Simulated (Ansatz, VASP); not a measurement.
One calculation of ZnO, two programs

Contents of INCAR:

```
SYSTEM = ZnO
  ALGO = Normal
  EDIFF = 1E-6
  ENCUT = 520
  GGA = PE
  ISIF = 2
  ISMEAR = 0
  IVDW = 12
  LASPH = .TRUE.
  LCHARG = .FALSE.
  LREAL = .FALSE.
  LWAVE = .FALSE.
  NBANDS = 26
  NELM = 100
  PREC = Accurate
  SIGMA = 0.05
```

KPOINTS

```
k-points
0
G
  9 9 4
  0 0 0
```

File POSCAR:

```
ZnO
1.0
    3.1893281439      0.0000000000      0.0000000000
   -1.5946640719      2.7620391936      0.0000000000
    0.0000000000      0.0000000000      7.3443545905
Zn O
2 2
Direct
    0.0000000000      0.0000000000      0.7500000000
    0.0000000000      0.0000000000      0.2500000000
    0.3333333333      0.6666666667      0.2500000000
    0.6666666667      0.3333333333      0.7500000000
```

Input for Ansatz:

```yaml
crystal:
  lattice:
    - [3.1893281439, 0.0, 0.0]
    - [-1.5946640719, 2.7620391936, 0.0]
    - [0.0, 0.0, 7.3443545905]
  atoms:
    - { symbol: Zn, position: [0.0, 0.0, 0.75] }
    - { symbol: Zn, position: [0.0, 0.0, 0.25] }
    - { symbol: O, position: [0.3333333333, 0.6666666667, 0.25] }
    - { symbol: O, position: [0.6666666667, 0.3333333333, 0.75] }
basis:
  ecutwfc: 420
kpoints:
  mp_grid: { grid: [9, 9, 4] }
hamiltonian:
  xc: pbe
  dispersion: d3bj
scf:
  occupations: { method: gaussian, width: 0.05 }
output:
  forces: true
  stress: true
  eigenvalues: true
```

Change from the starting cell: strain -0.030 along x and y, +0.030 along z, atoms carried along.

Alike in both runs: task single point; functional PBE; dispersion D3(BJ); k mesh 9 × 9 × 4; occupations gaussian, width 0.05 eV; no spin polarisation.

|  | VASP | Ansatz |
| --- | --- | --- |
| version | VASP 6.6.1 | Ansatz 0.2.0 |
| potentials or method | VASP PAW PBE potentials, release 64 (Zn, O), cutoff 520 eV | scalar-relativistic, plane waves, PAW |
| valence electrons in the cell | 36 | 36 |

Ansatz gave:

* gap on the k mesh at the Fermi level (eV): 0.87
* least direct gap on the mesh (eV): 0.87
* pressure (GPa): 6.7
* traceless stress, the component that is largest in VASP (GPa): -8.46

Question: Which values does VASP return?

Answer: gap on the k mesh at the Fermi level (eV): 0.87; least direct gap on the mesh (eV): 0.87; pressure (GPa): 7.8; traceless stress, the component that is largest in VASP (GPa): -9.53.
